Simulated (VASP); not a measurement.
**Fe: single point with HSE06**

Crystal: Fe.

```
Fe
1.0
     0.00000    2.02539    2.02570
     1.50526    0.00000    2.02570
     1.50526    2.02539    0.00000
Fe
1
Direct
  0.00000 0.00000 0.00000
```

```yaml
Program: VASP 6.6.1
Task: single point
Functional: HSE06
Potentials_or_basis: VASP PAW PBE potentials, release 64 (Fe)
Cutoff: 520 eV
k_mesh: 7 × 7 × 7
Occupations: fermi-dirac, width 0.05 eV
Spin: collinear spin, ferromagnetic start
Starting_moments: "[3.0] μB"
Dipole_correction: no
Grid_for_exact_exchange_PRECFOCK: Normal
Further_INCAR_settings: ALGO = Normal; EDIFF = 1e-06; NBANDS = 14
Share_of_exact_exchange: 0.25
Screening_parameter: 0.2079 1/Å
```

```yaml
Pressure: 0.3 GPa
Net_moment: 2.87 μB per cell
Site_moments: Fe +2.95 μB
Valence_electrons_inside_the_program's_atomic_spheres: Fe 7.13
```

Levels at points of the mesh, in eV from the Fermi level:
Spin up:
| k point | band 3 | band 4 | band 5 | band 6 | band 7 | band 8 |
| --- | --- | --- | --- | --- | --- | --- |
| (0.00, 0.00, 0.00) | -5.22 | -5.13 | -4.18 | -3.94 | 24.50 | 25.44 |
Spin down:
| k point | band 1 | band 2 | band 3 | band 4 | band 5 | band 6 | band 7 | band 8 |
| --- | --- | --- | --- | --- | --- | --- | --- | --- |
| (0.00, 0.00, 0.00) | -9.81 | 0.64 | 0.64 | 1.53 | 3.20 | 3.84 | 23.62 | 24.74 |

Wall time 75 min on 1 thread of Intel(R) Xeon(R) Platinum 8488C (Sapphire Rapids) (shared host), peak memory 0.26 GiB.

Caveat: the k points lie up to 0.43 Å⁻¹ apart; the PAW data sets were made with another functional, which shifts forces and pressure a little.
